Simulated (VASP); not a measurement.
Input of a VASP 6.6.1 run:

The input INCAR:

```
SYSTEM = SiF
PREC     = Accurate       ! precision mode
ENCUT    = 520            ! plane-wave cutoff, eV
EDIFF    = 1E-6           ! SCF threshold, eV
ISMEAR   = -1             ! smearing method
SIGMA    = 0.05           ! smearing width, eV
LREAL    = .FALSE.        ! projectors in reciprocal space
LASPH    = .TRUE.         ! aspherical terms in the spheres
NELM     = 80             ! most SCF steps
ALGO     = Normal         ! electronic algorithm
ISIF     = 2              ! what is computed and relaxed
LWAVE    = .FALSE.        ! write WAVECAR
LCHARG   = .TRUE.         ! write CHGCAR
GGA      = PE             ! functional
LELF     = .TRUE.         ! ELF
LVHAR    = .TRUE.       
NBANDS   = 12             ! bands
```

The input KPOINTS:

```
Automatic mesh
0
G
  10 10 10
  0 0 0
```

The input POSCAR:

```
SiF
1.0
    1.3386000000      0.7728400000      3.8593269000
   -1.3386000000      0.7728400000      3.8593269000
    0.0000000000     -1.5456800000      3.8593269000
Si F
1 1
Direct
    0.5000000000      0.5000000000      0.5000000000
    0.0000000000      0.0000000000      0.0000000000
```

Potentials or basis: VASP PAW PBE potentials, release 64 (Si, F).

Launch:

```sh
$ cat potpaw_PBE.64/Si/POTCAR potpaw_PBE.64/F/POTCAR > POTCAR
$ mpirun -np 1 vasp_std > vasp.out
```

Question: Estimate the pressure.

Answer: 1.2 GPa.

Stress tensor (GPa, compression positive):
```
-0.16  0.00  0.00
 0.00 -0.16  0.00
 0.00  0.00  3.78
```

Caveat: an odd number of electrons without spin polarisation forces a metal; a magnetic or distorted state may lie lower.
